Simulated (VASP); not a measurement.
# FeCo (Pm-3m) in VASP: further runs, part 2 of 2

VASP 6.6.1.

## Step 4: Relaxation of cell and atoms, PBE, collinear spin, ferromagnetic start

INCAR

```
SYSTEM = FeCo
  PREC = Accurate
  ENCUT = 600
  EDIFF = 1E-7
  ISMEAR = 0
  SIGMA = 0.1
  LREAL = .FALSE.
  LASPH = .TRUE.
  NELM = 200
  ALGO = Normal
  ISIF = 3
  LWAVE = .FALSE.
  LCHARG = .FALSE.
  ISPIN = 2
  MAGMOM = 3.19 2.09
  LORBIT = 11
  LMAXMIX = 4
  GGA = PE
  IBRION = 2
  NSW = 100
  EDIFFG = -0.005
  GGA_COMPAT = .FALSE.
  NELMIN = 4
```

KPOINTS

```
regular mesh
0
G
  14 14 14
  0 0 0
```

POSCAR

```
FeCo
1.0
    2.8570000000      0.0000000000      0.0000000000
    0.0000000000      2.8570000000      0.0000000000
    0.0000000000      0.0000000000      2.8570000000
Fe Co
1 1
Direct
    0.5000000000      0.5000000000      0.5000000000
    0.0000000000      0.0000000000      0.0000000000
```

Potentials or basis: VASP PAW PBE potentials, release 64 (Fe, Co).

Started as:

```bash
$ cat potpaw_PBE.64/Fe/POTCAR potpaw_PBE.64/Co/POTCAR > POTCAR
$ mpirun -np 1 vasp_std > vasp.out
```

OUTCAR:

```text
SYSTEM = FeCo
   PREC = Accurate
   ENCUT = 600
   EDIFF = 1E-7
   ISMEAR = 0
   LREAL = .FALSE.
   LASPH = .TRUE.
   NELM = 200
   ISIF = 3
   ISPIN = 2
   LORBIT = 11
   GGA = PE
   IBRION = 2
   NSW = 100
   EDIFFG = -0.005
   NELMIN = 4

 ion  position               nearest neighbor table
   1  0.500  0.500  0.500-   2 2.47   2 2.47   2 2.47   2 2.47   2 2.47   2 2.47   2 2.47   2 2.47

   2  0.000  0.000  0.000-   1 2.47   1 2.47   1 2.47   1 2.47   1 2.47   1 2.47   1 2.47   1 2.47

  LATTYP: Found a simple cubic cell.
 ALAT       =     2.8570000000

  Lattice vectors:

 A1 = (   2.8570000000,   0.0000000000,   0.0000000000)
 A2 = (   0.0000000000,   2.8570000000,   0.0000000000)
 A3 = (   0.0000000000,   0.0000000000,   2.8570000000)

Analysis of symmetry for initial positions (statically):
=====================================================================
 Subroutine PRICEL returns:
 Original cell was already a primitive cell.

 Routine SETGRP: Setting up the symmetry group for a
[... 701 lines left out ...]
     11       7.1985      1.00000
     12      10.2708      0.00000
     13      16.3958      0.00000
     14      21.4402      0.00000
     15      22.2060      0.00000

 [... further k-points ...]

 spin component 2

 k-point     1 :       0.0000    0.0000    0.0000
  band No.  band energies     occupation
      1      -0.7586      1.00000
      2       4.5995      1.00000
      3       4.5996      1.00000
      4       6.9368      1.00000
      5       6.9368      1.00000
      6       6.9368      1.00000
      7       8.9176      0.00000
      8       8.9176      0.00000
      9       9.6230      0.00000
     10       9.6230      0.00000
     11       9.6230      0.00000
     12      17.4882      0.00000
     13      17.4882      0.00000
     14      17.4882      0.00000
[... 444 lines left out ...]
  FREE ENERGIE OF THE ION-ELECTRON SYSTEM (eV)
  ---------------------------------------------------
  free  energy   TOTEN  =       -15.4076328614 eV

  energy  without entropy=      -15.4006682820  energy(sigma->0) =      -15.40415057

 reached required accuracy - stopping structural energy minimisation

 total charge

# of ion       s       p       d       tot
------------------------------------------
    1        0.474   0.530   6.152   7.156
    2        0.484   0.513   7.242   8.239
--------------------------------------------------
tot          0.958   1.043  13.394  15.395

 magnetization (x)

# of ion       s       p       d       tot
------------------------------------------
    1        0.001  -0.043   2.823   2.781
    2       -0.011  -0.052   1.827   1.764
--------------------------------------------------
tot         -0.010  -0.095   4.650   4.545
```

OSZICAR:

```text
N       E                     dE             d eps       ncg     rms          rms(c)
DAV:   1     0.869819838848E+02    0.86982E+02   -0.83425E+03  7384   0.158E+03
DAV:   2    -0.145962738984E+02   -0.10158E+03   -0.93798E+02  7207   0.259E+02
[... 34 lines left out ...]
DAV:   6    -0.154076275599E+02    0.53098E-03   -0.81067E-04 11703   0.499E-01    0.490E-02
DAV:   7    -0.154076290012E+02   -0.14412E-05   -0.50151E-05  8756   0.972E-02    0.240E-02
DAV:   8    -0.154076312420E+02   -0.22408E-05   -0.51275E-06 11222   0.518E-02    0.108E-02
DAV:   9    -0.154076325353E+02   -0.12933E-05   -0.16219E-06  8775   0.213E-02    0.305E-03
DAV:  10    -0.154076328730E+02   -0.33770E-06   -0.22598E-07  7017   0.549E-03    0.728E-04
DAV:  11    -0.154076328614E+02    0.11576E-07   -0.15970E-08  3789   0.293E-03
   3 F= -.15407633E+02 E0= -.15404151E+02  d E =-.337139E-02  mag=     4.5279
```

CONTCAR:

```text
FeCo
   1.00000000000000
     2.8422893557726514    0.0000000000000000    0.0000000000000000
    -0.0000000000000000    2.8422893557726514    0.0000000000000000
     0.0000000000000000   -0.0000000000000000    2.8422893557726514
  Fe              Co
     1     1
Direct
     0.5000000000000000    0.5000000000000000    0.5000000000000000
     0.0000000000000000    0.0000000000000000    0.0000000000000000

  0.00000000E+00  0.00000000E+00  0.00000000E+00
  0.00000000E+00  0.00000000E+00  0.00000000E+00
```

It took 1.8 min on 1 thread of Intel Xeon Platinum 8375C at 2.90GHz (Ice Lake), shared host; peak memory 0.23 GiB.

Results:

* Free energy: -15.4076 eV
* Relaxed volume: 11.48 Å³/atom
* Relaxed cell: a = 2.842 Å, b = 2.842 Å, c = 2.842 Å, α = 90.00°, β = 90.00°, γ = 90.00°
* Space group after relaxing (to 0.1 Å): Pm-3m (No. 221)
* Energy gained by relaxing: 1.7 meV/atom
* Ionic steps: 3
* Pressure after relaxing: 0.0 GPa
* Net moment: 4.53 μB per cell
* Site moments: Fe +2.78; Co +1.76 μB
* Valence electrons inside the program's atomic spheres: Fe 7.16; Co 8.24

Step by step:
| step | energy change (eV) | largest force (eV/Å) | pressure (GPa) | volume (Å³) |
| --- | --- | --- | --- | --- |
| 1 | 0.0000 | 0.0000 | -2.96 | 23.32 |
| 2 | 0.0003 | 0.0000 | 3.29 | 22.60 |
| 3 | -0.0034 | 0.0000 | 0.01 | 22.96 |

Final structure:
```
Fe Co
1.0
     2.84229    0.00000    0.00000
     0.00000    2.84229    0.00000
     0.00000    0.00000    2.84229
Fe Co
1 1
Direct
  0.50000 0.50000 0.50000
  0.00000 0.00000 0.00000
```

## Step 5: Single point, PBE, collinear spin, ferromagnetic start (10.13 Å³/atom)

This run uses another cell than the first one, of 10.13 Å³/atom.

INCAR

```
PREC = Accurate ; ENCUT = 600
EDIFF = 1E-6 ; ISMEAR = 0
SIGMA = 0.1 ; LREAL = False
LASPH = True ; NELM = 200
ALGO = Normal ; ISIF = 2
LWAVE = False ; LCHARG = False
ISPIN = 2 ; MAGMOM = 3.09 2.02
LORBIT = 11 ; LMAXMIX = 4
GGA = PE ; NBANDS = 20
GGA_COMPAT = False
```

KPOINTS

```
regular mesh
0
Gamma
  14 14 14
```

POSCAR

```
FeCo
1.0
    2.7262008370      0.0000000000      0.0000000000
    0.0000000000      2.7262008370      0.0000000000
    0.0000000000      0.0000000000      2.7262008370
Fe Co
1 1
Direct
    0.5000000000      0.5000000000      0.5000000000
    0.0000000000      0.0000000000      0.0000000000
```

Started as:

```bash
$ cat potpaw_PBE.64/Fe/POTCAR potpaw_PBE.64/Co/POTCAR > POTCAR
$ mpirun -np 1 vasp_std > vasp.out
```

It took 3 min on 1 thread of Oxide Virtual Turin-like, shared host; peak memory 0.19 GiB.

It converged, with:

| Quantity | Value |
| --- | --- |
| Free energy | -15.1663 eV |
| Pressure | 31.8 GPa |
| Net moment | 4.31 μB per cell |
| Site moments | Fe +2.58; Co +1.70 μB |
| Valence electrons inside the program's atomic spheres | Fe 7.45; Co 8.49 |

Levels at points of the mesh, in eV from the Fermi level:
Spin up:
```tsv
k point	band 7	band 8	band 9	band 10	band 11	band 12	band 13	band 14	band 15	band 16
(0.00, 0.00, 0.00)	-1.90	-1.90	-0.61	-0.61	-0.61	10.05	10.05	10.05	16.11	16.11
(0.50, 0.00, 0.00)	-2.78	-2.78	-2.04	-1.91	-0.66	-0.16	17.69	17.69	17.83	17.91
(0.50, 0.50, 0.00)	-1.71	-1.46	-0.31	-0.31	-0.15	-0.15	7.31	7.52	18.86	18.86
(0.50, 0.50, 0.50)	-1.85	-1.85	-1.41	-1.41	8.57	8.57	8.57	8.68	8.68	8.68
```
Spin down:
| k point | band 2 | band 3 | band 4 | band 5 | band 6 | band 7 | band 8 | band 9 | band 10 | band 11 |
| --- | --- | --- | --- | --- | --- | --- | --- | --- | --- | --- |
| (0.00, 0.00, 0.00) | -4.31 | -4.31 | -1.45 | -1.45 | -1.45 | 0.80 | 0.80 | 1.72 | 1.72 | 1.72 |
| (0.50, 0.00, 0.00) | -5.03 | -2.14 | -1.57 | -1.38 | -1.38 | -0.49 | -0.46 | -0.46 | 0.67 | 1.37 |
| (0.50, 0.50, 0.00) | -4.83 | -2.80 | -2.80 | -0.01 | -0.01 | 0.50 | 0.57 | 0.81 | 1.59 | 1.99 |
| (0.50, 0.50, 0.50) | -3.08 | -3.08 | -2.69 | -2.69 | -2.69 | 0.62 | 0.62 | 1.64 | 1.64 | 9.38 |

Caveat: the cell stands under pressure.

## Step 6: Single point, PBE, collinear spin, ferromagnetic start (10.48 Å³/atom)

This run uses another cell than the first one, of 10.48 Å³/atom.

INCAR

```
SYSTEM = FeCo
PREC     = Accurate       ! precision mode
ENCUT    = 600            ! plane-wave cutoff, eV
EDIFF    = 1E-6           ! SCF threshold, eV
ISMEAR   = 0              ! smearing method
SIGMA    = 0.1            ! smearing width, eV
LREAL    = .False.        ! projectors in reciprocal space
LASPH    = .True.         ! aspherical terms in the spheres
NELM     = 200            ! most SCF steps
ALGO     = Normal         ! electronic algorithm
ISIF     = 2              ! what is computed and relaxed
LWAVE    = .False.        ! write WAVECAR
LCHARG   = .True.         ! write CHGCAR
ISPIN    = 2              ! spin polarisation
MAGMOM   = 3.09 2.02      ! initial moments
LORBIT   = 11             ! projections on sites
LMAXMIX  = 4              ! l up to which the mixer works
GGA      = PE             ! functional
LELF     = .True.         ! ELF
LVHAR    = .True.       
NBANDS   = 20             ! bands
GGA_COMPAT= .False.
```

KPOINTS

```
Automatic mesh
0
Gamma
  14 14 14
  0 0 0
```

POSCAR

```
FeCo
1.0
    2.7568348712      0.0000000000      0.0000000000
    0.0000000000      2.7568348712      0.0000000000
    0.0000000000      0.0000000000      2.7568348712
Fe Co
1 1
Direct
    0.5000000000      0.5000000000      0.5000000000
    0.0000000000      0.0000000000      0.0000000000
```

Potentials or basis: VASP PAW PBE potentials, release 64 (Fe, Co).

Started as:

```bash
$ cat potpaw_PBE.64/Fe/POTCAR potpaw_PBE.64/Co/POTCAR > POTCAR
$ mpirun -np 1 vasp_std > vasp.out
```

Run time: 3.1 min. Hardware: 1 thread of Oxide Virtual Turin-like, shared host; peak memory 0.19 GiB.

The run converged. Its results:

```yaml
Free_energy: -15.2807 eV
Pressure: 21.5 GPa
Net_moment: 4.37 μB per cell
Site_moments: Fe +2.64; Co +1.72 μB
Valence_electrons_inside_the_program's_atomic_spheres: Fe 7.36; Co 8.42
```

Levels at points of the mesh, in eV from the Fermi level:
Spin up:
```csv
k point,band 7,band 8,band 9,band 10,band 11,band 12,band 13,band 14,band 15,band 16
"(0.00, 0.00, 0.00)",-1.93,-1.93,-0.70,-0.70,-0.70,9.78,9.78,9.78,15.71,15.71
"(0.50, 0.00, 0.00)",-2.74,-2.74,-2.02,-1.97,-0.73,-0.30,17.21,17.21,17.42,17.42
"(0.50, 0.50, 0.00)",-1.76,-1.55,-0.42,-0.42,-0.16,-0.16,6.96,7.16,18.55,18.55
"(0.50, 0.50, 0.50)",-1.87,-1.87,-1.51,-1.51,8.30,8.30,8.30,8.40,8.40,8.40
```
Spin down:
| k point | band 3 | band 4 | band 5 | band 6 | band 7 | band 8 | band 9 | band 10 |
| --- | --- | --- | --- | --- | --- | --- | --- | --- |
| (0.00, 0.00, 0.00) | -4.09 | -1.38 | -1.38 | -1.38 | 0.80 | 0.80 | 1.65 | 1.65 |
| (0.50, 0.00, 0.00) | -2.01 | -1.45 | -1.32 | -1.32 | -0.47 | -0.42 | -0.42 | 0.67 |
| (0.50, 0.50, 0.00) | -2.66 | -2.66 | -0.03 | -0.03 | 0.50 | 0.57 | 0.80 | 1.55 |
| (0.50, 0.50, 0.50) | -2.96 | -2.56 | -2.56 | -2.56 | 0.62 | 0.62 | 1.60 | 1.60 |

Caveat: the cell stands under pressure.

## Step 7: The runs side by side

| task | cell | k mesh | gap on the mesh (eV) | pressure (GPa) | moment (μB) |
| --- | --- | --- | --- | --- | --- |
| single point | a = 2.857 Å, 2 atoms | 6 × 6 × 6 | none | -1.6 | 4.72 |
| single point | a = 2.845 Å, 2 atoms | 14 × 14 × 14 | none | -0.4 | 4.53 |
| relaxation of cell and atoms | relaxed from a = 2.857 Å, 2 atoms | 14 × 14 × 14 | none | 0.0 | 4.53 |
| single point | a = 2.726 Å, 2 atoms | 14 × 14 × 14 | none | 31.8 | 4.31 |
| single point | a = 2.757 Å, 2 atoms | 14 × 14 × 14 | none | 21.5 | 4.37 |

Alike in all rows: level PBE; potentials or basis VASP PAW PBE potentials, release 64 (Fe, Co); spin collinear, ferromagnetic start; cutoff (eV) 600; smearing gaussian 0.1 eV.

Caveats: some runs use coarse meshes; the cell stands under pressure (at least some runs).

Total energies depend on the potentials used, so only differences within one code and one set of settings carry meaning.
